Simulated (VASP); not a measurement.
# LiBr (Fm-3m) in VASP: notebook

Runs on LiBr. Level: PBE. Tasks: single point.

All numbers are computed with VASP 6.6.1; they aren't measurements. Logs are shortened: lines on timing, memory, paths and dates and some standing lists are left out, and cuts for length are marked.

## Step 1: The cell of the first run

It takes space group Fm-3m (No. 225, cubic). Conventional cell: a = 5.511 Å, b = 5.511 Å, c = 5.511 Å, α = 90.00°, β = 90.00°, γ = 90.00°. Li (site symmetry m-3m) has 6 Br at 2.76 Å within 3.6 Å. Br (site symmetry m-3m) has 6 Li at 2.76 Å within 3.6 Å.

## Step 2: Single point, PBE

INCAR reads:

```
PREC = Accurate
ENCUT = 750
EDIFF = 1E-6
ISMEAR = 0
SIGMA = 0.02
LREAL = F
LASPH = T
NELM = 120
ALGO = Normal
ISIF = 2
LWAVE = F
LCHARG = F
GGA = PE
NBANDS = 12
GGA_COMPAT = F
```

KPOINTS reads:

```
Automatic mesh
0
Gamma
  8 8 8
```

POSCAR reads:

```
LiBr
1.0
    0.0000000000      2.7554039787      2.7554039787
    2.7554039787      0.0000000000      2.7554039787
    2.7554039787      2.7554039787      0.0000000000
Li Br
1 1
Direct
    0.0000000000      0.0000000000      0.0000000000
    0.5000000000      0.5000000000      0.5000000000
```

Potentials or basis: VASP PAW PBE potentials, release 64 (Li_sv, Br).

Started as:

```sh
$ cat potpaw_PBE.64/Li_sv/POTCAR potpaw_PBE.64/Br/POTCAR > POTCAR
$ mpirun -np 1 vasp_std > vasp.out
```

OUTCAR:

```text
PREC = Accurate
   ENCUT = 750
   EDIFF = 1E-6
   ISMEAR = 0
   LREAL = F
   LASPH = T
   NELM = 120
   ISIF = 2
   GGA = PE

 ion  position               nearest neighbor table
   1  0.000  0.000  0.000-
   2  0.500  0.500  0.500-

  LATTYP: Found a face centered cubic cell.
 ALAT       =     5.5108079574

  Lattice vectors:

 A1 = (   0.0000000000,   2.7554039787,   2.7554039787)
 A2 = (   2.7554039787,   0.0000000000,   2.7554039787)
 A3 = (   2.7554039787,   2.7554039787,   0.0000000000)

Analysis of symmetry for initial positions (statically):
=====================================================================
 Subroutine PRICEL returns:
 Original cell was already a primitive cell.

 Routine SETGRP: Setting up the symmetry group for a
 face centered cubic supercell.

 Subroutine GETGRP returns: Found 48 space group operations
 (whereof 48 operations were pure point group operations)
 out of a pool of 48 trial point group operations.

The static configuration has the point symmetry O_h .

Analysis of symmetry for dynamics (positions and initial velocities):
=====================================================================
 Subroutine PRICEL returns:
 Original cell was already a primitive cell.

 Routine SETGRP: Setting up the symmetry group for a
 face centered cubic supercell.

 Subroutine GETGRP returns: Found 48 space group operations
 (whereof 48 operations were pure point group operations)
 out of a pool of 48 trial point group operations.

The dynamic configuration has the point symmetry O_h .

 Subroutine INISYM returns: Found 48 space group operations
 (whereof 48 operations are pure point group operations),
 and found     1 'primitive' translations

----------------------------------------------------------------------------------------

                                     Primitive cell

  volume of cell :      41.8394

  direct lattice vectors                    reciprocal lattice vectors
     0.000000000  2.755403979  2.755403979    -0.181461595  0.181461595  0.181461595
     2.755403979  0.000000000  2.755403979     0.181461595 -0.181461595  0.181461595
     2.755403979  2.755403979  0.000000000     0.181461595  0.181461595 -0.181461595

  length of vectors
     3.896729676  3.896729676  3.896729676     0.314300702  0.314300702  0.314300702

  position of ions in fractional coordinates (direct lattice)
     0.000000000  0.000000000  0.000000000
     0.500000000  0.500000000  0.500000000

  ion indices of the primitive-cell ions
   primitive index   ion index
                 1           1
                 2           2

----------------------------------------------------------------------------------------

 KPOINTS: Automatic mesh

Automatic generation of k-mesh.
 Grid dimensions read from file:
 generate k-points for:    8    8    8

 Generating k-lattice:

  Cartesian coordinates                     Fractional coordinates (reciprocal lattice)
    -0.022682699  0.022682699  0.022682699     0.125000000  0.000000000  0.000000000
     0.022682699 -0.022682699  0.022682699     0.000000000  0.125000000  0.000000000
     0.022682699  0.022682699 -0.022682699     0.000000000  0.000000000  0.125000000

  Length of vectors
     0.039287588  0.039287588  0.039287588

  Shift w.r.t. Gamma in fractional coordinates (k-lattice)
     0.000000000  0.000000000  0.000000000

 Subroutine IBZKPT returns following result:
 ===========================================

 Found     29 irreducible k-points:

 Following reciprocal coordinates:
            Coordinates               Weight
  0.000000  0.000000  0.000000      1.000000
  0.125000  0.000000  0.000000      8.000000
  0.250000  0.000000  0.000000      8.000000
  0.375000  0.000000  0.000000      8.000000
  0.500000  0.000000  0.000000      4.000000
  0.125000  0.125000  0.000000      6.000000
[... 16 lines left out ...]
  0.500000  0.250000  0.125000     48.000000
 -0.375000  0.250000  0.125000     24.000000
 [... further k-points ...]
   k-points           NKPTS =     29   k-points in BZ     NKDIM =     29   number of bands    NBANDS=     12
   number of dos      NEDOS =    301   number of ions     NIONS =      2
   total plane-waves  NPLWV =  46656
   dimension x,y,z NGX =    36 NGY =   36 NGZ =   36
   dimension x,y,z NGXF=    72 NGYF=   72 NGZF=   72
   ions per type =               1   1
   NGX,Y,Z   is equivalent  to a cutoff of  15.36, 15.36, 15.36 a.u.
   NGXF,Y,Z  is equivalent  to a cutoff of  30.72, 30.72, 30.72 a.u.
 SYSTEM =  unknown system
   PREC   = accura    normal or accurate (medium, high low for compatibility)
   ISTART =      0    job   : 0-new  1-cont  2-samecut
   ICHARG =      2    charge: 1-file 2-atom 10-const
   ISPIN  =      1    spin polarized calculation?
   LNONCOLLINEAR =      F non collinear calculations
   LSORBIT =      F    spin-orbit coupling
   LASPH  =      T    aspherical Exc in radial PAW
   ENCUT  =  750.0 eV  55.12 Ry    7.42 a.u.   8.70  8.70  8.70*2*pi/ulx,y,z
   NELM   =    120;   NELMIN=  2; NELMDL= -5     # of ELM steps
   EDIFF  = 0.1E-05   stopping-criterion for ELM
   LREAL  =      F    real-space projection
   EDIFFG = 0.1E-04   stopping-criterion for IOM
   NSW    =      0    number of steps for IOM
   IBRION =     -1    ionic relax: 0-MD 1-quasi-New 2-CG
   NFREE  =      0    steps in history (QN), initial steepest desc. (CG)
   ISIF   =      2    stress and relaxation
   ISYM   =      2    0-nonsym 1-usesym 2-fastsym
   POTIM  = 0.5000    time-step for ionic-motion
   TEBEG  =    0.0;   TEEND  =   0.0 temperature during run
   PSTRESS=    0.0 pullay stress
   NELECT =      10.0000    total number of electrons
   NUPDOWN=      -1.0000    fix difference up-down
   EMIN   =  10.00;   EMAX   =-10.00  energy-range for DOS
   EFERMI =   0.00;   METHOD = LEGACY
   ISMEAR =     0;   SIGMA  =   0.02  broadening in eV -4-tet -1-fermi 0-gaus
   EFERMI_NEDOS =   21; number of points for ismear=-14 and -15
   IALGO  =     38    algorithm
   IMIX   =      4    mixing-type and parameters
     AMIX     =   0.40;   BMIX     =  1.00
     AMIX_MAG =   1.60;   BMIX_MAG =  1.00
  volume/ion in A,a.u.               =      20.92       141.17
  Fermi-wavevector in a.u.,A,eV,Ry     =   1.015967  1.919899 14.043780  1.032189
  Thomas-Fermi vector in A             =   2.149283
   LORBIT       =      0    0 simple, 1 ext, 2 COOP (PROOUT), +10 PAW based schemes
   GGA     = PE    functional components
   LHFCALC =     F    Hartree Fock is set to
   AEXX    =    0.0000 exact exchange contribution
   IVDW    =     0    specifies the selected vdW correction
   LEPSILON=     F    determine dielectric tensor
   LRPA    =     F    only Hartree local field effects (RPA)
 non-spin polarized calculation
 Gauss-broadening in eV      SIGMA  =   0.02
  energy-cutoff  :      750.00
  volume of cell :       41.84
 maximum number of plane-waves:      1964
   NGX = 17   NGY = 17   NGZ = 17

 number of electron      10.0000001 magnetization

 Free energy of the ion-electron system (eV)
  ---------------------------------------------------
  ext. energy  EPLUGINS =         0.00000000
  ---------------------------------------------------
  free energy    TOTEN  =        -6.64151147 eV

  energy without entropy =       -6.64151147  energy(sigma->0) =       -6.64151147

 E-fermi :   0.4698     XC(G=0):  -8.4040

 val. band max:        0.2746612911   @ k =   0.0000   0.0000   0.0000
 cond. band min:       5.1941593866   @ k =   0.0000   0.0000   0.0000
 fundamental gap:      4.9194980954
 Fermi energy:         0.4697870776

 k-point     1 :       0.0000    0.0000    0.0000
  band No.  band energies     occupation
      1     -44.1307      2.00000
      2     -13.1398      2.00000
      3       0.2747      2.00000
      4       0.2747      2.00000
      5       0.2747      2.00000
      6       5.1942      0.00000
      7      10.7711      0.00000
      8      10.7711      0.00000
      9      10.7711      0.00000
     10      12.4921      0.00000
     11      12.4921      0.00000
     12      12.4921      0.00000

 k-point     2 :       0.1250    0.0000    0.0000
  band No.  band energies     occupation
      1     -44.1306      2.00000
      2     -13.0773      2.00000
      3      -0.3048      2.00000
      4       0.2328      2.00000
      5       0.2328      2.00000
      6       5.7185      0.00000
      7      10.0289      0.00000
      8      10.5863      0.00000
      9      10.5863      0.00000
     10      11.6752      0.00000
     11      11.6752      0.00000
     12      12.8615      0.00000

 k-point     3 :       0.2500    0.0000    0.0000
  band No.  band energies     occupation
      1     -44.1302      2.00000
      2     -12.9192      2.00000
      3      -1.3857      2.00000
      4       0.1377      2.00000
      5       0.1377      2.00000
      6       6.2293      0.00000
      7       9.4634      0.00000
      8       9.4634      0.00000
      9       9.9876      0.00000
     10      12.6083      0.00000
     11      12.6083      0.00000
     12      13.2332      0.00000

 k-point     4 :       0.3750    0.0000    0.0000
  band No.  band energies     occupation
      1     -44.1299      2.00000
      2     -12.7494      2.00000
      3      -2.2542      2.00000
      4       0.0500      2.00000
      5       0.0500      2.00000
      6       6.0456      0.00000
      7       8.6563      0.00000
      8       8.6563      0.00000
      9      11.2152      0.00000
     10      13.7142      0.00000
     11      14.3539      0.00000
     12      14.3539      0.00000

 k-point     5 :       0.5000    0.0000    0.0000
  band No.  band energies     occupation
      1     -44.1297      2.00000
      2     -12.6751      2.00000
      3      -2.5795      2.00000
      4       0.0156      2.00000
      5       0.0156      2.00000
      6       5.8971      0.00000
      7       8.3791      0.00000
      8       8.3791      0.00000
      9      11.9761      0.00000
     10      14.2863      0.00000
     11      15.9923      0.00000
     12      15.9923      0.00000
[... 228 lines left out ...]
      1     -44.1294      2.00000
      2     -12.4878      2.00000
      3      -2.5786      2.00000
      4      -0.8509      2.00000
      5      -0.8509      2.00000
      6       6.5134      0.00000
      7       7.3975      0.00000
      8      11.8549      0.00000
      9      12.6758      0.00000
     10      12.6758      0.00000
     11      15.9783      0.00000
     12      17.7157      0.00000

 k-point    22 :       0.3750    0.2500    0.1250
  band No.  band energies     occupation
      1     -44.1300      2.00000
      2     -12.7923      2.00000
      3      -1.5856      2.00000
      4      -0.6107      2.00000
      5      -0.0710      2.00000
      6       7.4540      0.00000
      7       8.4237      0.00000
      8       8.8776      0.00000
      9      10.4513      0.00000
     10      11.7992      0.00000
     11      14.9706      0.00000
     12      15.2190      0.00000

 k-point    23 :       0.5000    0.2500    0.1250
  band No.  band energies     occupation
      1     -44.1297      2.00000
      2     -12.6482      2.00000
      3      -2.0843      2.00000
      4      -0.9571      2.00000
      5      -0.2333      2.00000
      6       7.4642      0.00000
      7       8.1898      0.00000
      8       9.4035      0.00000
      9      10.3002      0.00000
     10      12.9257      0.00000
     11      15.6574      0.00000
     12      16.0404      0.00000

 k-point    24 :      -0.3750    0.2500    0.1250
  band No.  band energies     occupation
      1     -44.1296      2.00000
      2     -12.5859      2.00000
      3      -2.2994      2.00000
      4      -1.0521      2.00000
      5      -0.3262      2.00000
      6       7.3223      0.00000
      7       8.1477      0.00000
      8       9.4752      0.00000
      9      10.9173      0.00000
     10      13.8084      0.00000
     11      14.1996      0.00000
     12      16.8099      0.00000

 [... further k-points ...]
[... 5 lines left out ...]
  --------------------------------------------------------------------------------------
  -------------------------------------------------------------------------------------
  Total       -0.0123348     -0.0123348     -0.0123348     -0.0000000      0.0000000      0.0000000
  in kB       -0.4723441     -0.4723441     -0.4723441     -0.0000000      0.0000000      0.0000000
  external PRESSURE =      -0.4723441 kB  Pullay stress =       0.0000000 kB

 VOLUME and BASIS-vectors are now :
 -----------------------------------------------------------------------------
  energy-cutoff  :      750.00
  volume of cell :       41.84
      direct lattice vectors                 reciprocal lattice vectors
     0.000000000  2.755403979  2.755403979    -0.181461595  0.181461595  0.181461595
     2.755403979  0.000000000  2.755403979     0.181461595 -0.181461595  0.181461595
     2.755403979  2.755403979  0.000000000     0.181461595  0.181461595 -0.181461595

 POSITION                                       TOTAL-FORCE (eV/Angst)
 -----------------------------------------------------------------------------------
      0.00000      0.00000      0.00000        -0.000000      0.000000      0.000000
      2.75540      2.75540      2.75540         0.000000      0.000000     -0.000000
 -----------------------------------------------------------------------------------
    total drift:                                0.000000      0.000000      0.000000

  FREE ENERGIE OF THE ION-ELECTRON SYSTEM (eV)
  ---------------------------------------------------
  free  energy   TOTEN  =        -6.6415114663 eV

  energy  without entropy=       -6.6415114663  energy(sigma->0) =       -6.64151147
```

It took 21 s on 1 thread of Intel Xeon Platinum 8375C at 2.90GHz (Ice Lake), shared host; peak memory 0.2 GiB.

What came out:

```yaml
Free_energy: -6.6415 eV
Pressure: 0.0 GPa
Band_gap_on_the_k_mesh: 4.92 eV, direct
```

## Step 3: Single point, PBE (volume scaled by 0.97)

INCAR reads:

```
SYSTEM = LiBr
PREC     = Accurate       ! precision mode
ENCUT    = 750            ! plane-wave cutoff, eV
EDIFF    = 1E-6           ! SCF threshold, eV
ISMEAR   = 0              ! smearing method
SIGMA    = 0.02           ! smearing width, eV
LREAL    = .False.        ! projectors in reciprocal space
LASPH    = .True.         ! aspherical terms in the spheres
NELM     = 120            ! most SCF steps
ALGO     = Normal         ! electronic algorithm
ISIF     = 2              ! what is computed and relaxed
LWAVE    = .False.        ! write WAVECAR
LCHARG   = .False.        ! write CHGCAR
GGA      = PE             ! functional
NBANDS   = 12             ! bands
GGA_COMPAT= .False.
```

KPOINTS reads:

```
regular mesh
0
Gamma
  8 8 8
  0 0 0
```

POSCAR reads:

```
LiBr
1.0
    0.0000000000      2.7275697123      2.7275697123
    2.7275697123      0.0000000000      2.7275697123
    2.7275697123      2.7275697123      0.0000000000
Li Br
1 1
Direct
    0.0000000000      0.0000000000      0.0000000000
    0.5000000000      0.5000000000      0.5000000000
```

Potentials or basis: VASP PAW PBE potentials, release 64 (Li_sv, Br).

Started as:

```sh
$ cat potpaw_PBE.64/Li_sv/POTCAR potpaw_PBE.64/Br/POTCAR > POTCAR
$ mpirun -np 1 vasp_std > vasp.out
```

It took 21 s on 1 thread of Intel Xeon Platinum 8375C at 2.90GHz (Ice Lake), shared host; peak memory 0.2 GiB.

Results (log left out):

```yaml
Free_energy: -6.6384 eV
Pressure: 0.8 GPa
Band_gap_on_the_k_mesh: 5.05 eV, direct
```

Levels at points of the mesh, in eV from the valence-band top:
```csv
k point,band 1,band 2,band 3,band 4,band 5,band 6,band 7,band 8,band 9,band 10
"(0.00, 0.00, 0.00)",-44.36,-13.52,0.00,0.00,0.00,5.05,10.52,10.52,10.52,12.35
"(0.50, 0.00, 0.00)",-44.36,-13.02,-2.98,-0.27,-0.27,5.64,8.11,8.11,12.01,14.15
"(0.50, 0.50, 0.00)",-44.36,-12.81,-3.00,-1.19,-1.19,6.28,7.07,11.83,12.60,12.60
```

## Step 4: Single point, PBE (volume scaled by 1.03)

INCAR reads:

```
PREC = Accurate ; ENCUT = 750
EDIFF = 1E-6 ; ISMEAR = 0
SIGMA = 0.02 ; LREAL = F
LASPH = T ; NELM = 120
ALGO = Normal ; ISIF = 2
LWAVE = F ; LCHARG = F
GGA = PE ; NBANDS = 12
GGA_COMPAT = F
```

KPOINTS reads:

```
regular mesh
0
Gamma
  8 8 8
```

POSCAR reads:

```
LiBr
1.0
    0.0000000000      2.7826869806      2.7826869806
    2.7826869806      0.0000000000      2.7826869806
    2.7826869806      2.7826869806      0.0000000000
Li Br
1 1
Direct
    0.0000000000      0.0000000000      0.0000000000
    0.5000000000      0.5000000000      0.5000000000
```

Started as:

```sh
$ cat potpaw_PBE.64/Li_sv/POTCAR potpaw_PBE.64/Br/POTCAR > POTCAR
$ mpirun -np 1 vasp_std > vasp.out
```

Wall time 22 s (1 thread of Intel Xeon Platinum 8375C at 2.90GHz (Ice Lake), shared host); peak memory 0.21 GiB.

Results (log left out):

```yaml
Free_energy: -6.6385 eV
Pressure: -0.8 GPa
Band_gap_on_the_k_mesh: 4.80 eV, direct
```

Levels at points of the mesh, in eV from the valence-band top:
| k point | band 2 | band 3 | band 4 | band 5 | band 6 | band 7 | band 8 | band 9 |
| --- | --- | --- | --- | --- | --- | --- | --- | --- |
| (0.00, 0.00, 0.00) | -13.32 | 0.00 | 0.00 | 0.00 | 4.80 | 10.47 | 10.47 | 10.47 |
| (0.50, 0.00, 0.00) | -12.89 | -2.73 | -0.25 | -0.25 | 5.61 | 8.09 | 8.09 | 11.41 |
| (0.50, 0.50, 0.00) | -12.72 | -2.72 | -1.07 | -1.07 | 6.19 | 7.17 | 11.34 | 12.21 |

## Step 5: The runs side by side

| cell | gap on the mesh (eV) | pressure (GPa) |
| --- | --- | --- |
| a = 3.897 Å, angles 60.0°, 2 atoms | 4.92 | 0.0 |
| a = 3.857 Å, angles 60.0°, 2 atoms | 5.05 | 0.8 |
| a = 3.935 Å, angles 60.0°, 2 atoms | 4.80 | -0.8 |

Alike in all rows: task single point; level PBE; potentials or basis VASP PAW PBE potentials, release 64 (Li_sv, Br); no spin polarisation; k mesh 8 × 8 × 8; cutoff (eV) 750; smearing gaussian 0.02 eV.

Total energies depend on the potentials used, so only differences within one code and one set of settings carry meaning.
